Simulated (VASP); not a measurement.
Write the native input for VASP 6.6.1 that does the following.

```yaml
Task: single point
Functional: PBE
Potentials_or_basis: VASP PAW PBE potentials, release 64 (Ca_sv, Se)
Cutoff: 520 eV
k_mesh: 6 × 6 × 1
Occupations: gaussian, width 0.1 eV
Spin: no spin polarisation
Dipole_correction: yes
Further_INCAR_settings: ALGO = Normal; EDIFF = 1e-06; NBANDS = 25
```

The structure of CaSe4 lies in POSCAR:

```
CaSe4
1.0
    5.5048900498     -0.0000002712      0.0000000000
   -2.7524447901      4.7673747638      0.0000000000
    0.0000000000      0.0000000000     29.1036144400
Ca Se
1 4
Direct
    0.0000000000      0.0000000000      0.2920599439
    0.3333333333      0.6666666667      0.2526946708
    0.3333333333      0.6666666667      0.3314252170
    0.6666666667      0.3333333333      0.3314252170
    0.6666666667      0.3333333333      0.2526946708
```

The cell was generated, and may not be a known phase.

The input as run:

INCAR

```
SYSTEM = CaSe4
  ALGO = Normal
  DIPOL = 0.5 0.5 0.292
  EDIFF = 1E-6
  ENCUT = 520
  GGA = PE
  IDIPOL = 3
  ISIF = 2
  ISMEAR = 0
  LASPH = .True.
  LCHARG = .False.
  LDIPOL = .True.
  LREAL = .False.
  LWAVE = .False.
  NBANDS = 25
  NELM = 60
  PREC = Accurate
  SIGMA = 0.1
```

KPOINTS

```
k-points
0
Gamma
  6 6 1
  0 0 0
```

Potentials or basis: VASP PAW PBE potentials, release 64 (Ca_sv, Se).

Command:

```console
$ cat potpaw_PBE.64/Ca_sv/POTCAR potpaw_PBE.64/Se/POTCAR > POTCAR
$ mpirun -np 1 vasp_std > vasp.out
```

It gave:

```
Largest force          : 0.027 eV/Å
Band gap on the k mesh : zero (bands 17 and 18 overlap by 0.37 eV)
```

Wall time 4 min on 1 thread of Intel(R) Xeon(R) Platinum 8259CL CPU @ 2.50GHz (Skylake/Cascade Lake) (shared host), peak memory 0.78 GiB.
